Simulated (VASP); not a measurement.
Ru:

```
Ru
1.0
     2.41880   -2.70102    0.00000
     2.41880    2.70102    0.00000
     0.00000    0.00000    6.42904
Ru
6
Direct
  0.00000 0.33334 0.55383
  0.66666 0.00000 0.94617
  0.00000 0.66666 0.05383
  0.33334 0.00000 0.44617
  0.75000 0.25000 0.25000
  0.25000 0.75000 0.75000
```

```yaml
Program: VASP 6.6.1
Task: relaxation of cell and atoms
Functional: PBE
Potentials_or_basis: VASP PAW PBE potentials, release 64 (Ru_pv)
Cutoff: 600 eV
k_mesh: 6 × 6 × 4
Occupations: gaussian, width 0.1 eV
Spin: no spin polarisation
```

At the start: pressure 127.7 GPa; volume 14.00 Å³/atom.

Task: Where does the relaxation end?

Result: Over 71 steps the energy falls by 2812.3 meV/atom and the volume is 15.05 Å³/atom (+7.5 %); space group Cmcm (No. 63, to 0.05 Å).

Step by step:
```tsv
step	energy change (eV)	largest force (eV/Å)	pressure (GPa)	volume (Å³)
1	0.0000	13.6114	127.66	84.00
3	7.5028	2.1677	-19.59	234.70
5	-8.8991	1.3765	-22.51	130.10
7	-10.9591	2.6478	-1.72	109.06
9	-12.8253	1.3225	-19.27	112.05
11	-13.8459	3.3625	-1.18	99.60
13	-14.5726	1.9679	0.82	96.16
15	-15.1011	0.6796	-3.09	94.77
17	-15.2866	0.5328	-3.18	93.52
19	-15.3703	0.6457	1.04	91.18
21	-15.4389	0.1302	-2.54	91.56
23	-15.4676	0.1716	1.71	89.76
25	-15.5165	0.6468	0.36	89.68
27	-15.6486	0.9654	-3.78	90.11
29	-15.6954	1.0932	-5.44	90.27
31	-15.7821	1.1127	-4.24	89.50
33	-15.9021	1.0287	-0.84	87.94
35	-16.2638	0.8146	7.24	84.78
37	-16.4425	0.5145	-5.11	88.38
39	-16.6277	0.6443	-0.35	86.92
41	-16.6998	0.4593	0.48	86.60
43	-16.7350	0.2557	1.28	86.39
45	-16.7450	0.2496	-1.45	87.21
47	-16.7614	0.1274	0.78	86.58
49	-16.7860	0.1446	0.38	87.16
51	-16.7931	0.1827	-0.28	87.67
53	-16.7995	0.0996	-1.59	88.53
55	-16.8041	0.1548	-1.08	88.78
57	-16.8243	0.1264	0.45	88.48
59	-16.8439	0.1996	2.19	88.37
61	-16.8563	0.3136	0.11	89.36
63	-16.8646	0.1026	-0.16	89.78
65	-16.8683	0.0717	0.55	89.72
67	-16.8682	0.1249	1.39	89.97
69	-16.8731	0.0773	-0.64	90.48
71	-16.8740	0.0349	-0.13	90.32
```

Final structure:
```xyz
6
Lattice="2.1996 -2.5256 0.0000 2.1996 2.5256 0.0000 0.0000 0.0000 8.1290" Properties=species:S:1:pos:R:3 pbc="T T T"
Ru    2.1979   -1.0317    4.7447
Ru    2.2012   -1.0317    7.4489
Ru    2.2012    1.0317    0.6802
Ru    2.1979    1.0317    3.3843
Ru    2.1996   -1.0388    2.0323
Ru    2.1996    1.0388    6.0968
```
